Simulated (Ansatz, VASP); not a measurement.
## Two plane-wave programs on Sn3C

```
Sn C
1.0
     4.47127    0.00000    0.00000
     0.00000    4.47127    0.00000
     0.00000    0.00000    4.47127
Sn C
3 1
Cartesian
  0.0000 2.2356 2.2356
  2.2356 0.0000 2.2356
  2.2356 2.2356 0.0000
  0.0000 0.0000 0.0000
```

Change from the starting cell: species swapped into the LaNd3 type (Pm-3m, No. 221).

Alike in both runs: functional PBE; k mesh 10 × 10 × 10; occupations gaussian, width 0.1 eV; no spin polarisation.

Ansatz relaxed the structure, and its values are those at the end. VASP's run is a single point on that final structure, the one shown.

|  | VASP | Ansatz |
| --- | --- | --- |
| version | VASP 6.6.1 | Ansatz 0.2.0 |
| potentials or method | VASP PAW PBE potentials, release 64 (Sn_d, C), cutoff 520 eV | scalar-relativistic, plane waves, PAW |
| valence electrons in the cell | 46 | 46 |

Ansatz gave:

| Property | Result |
| --- | --- |
| gap on the k mesh at the Fermi level (eV) | none |
| pressure (GPa) | 0.0 |

**Question.** Estimate VASP's values.

**Answer.** gap on the k mesh at the Fermi level (eV): none; pressure (GPa): -0.1.

A gap of «none» marks a metal or a gap that the smearing closes.
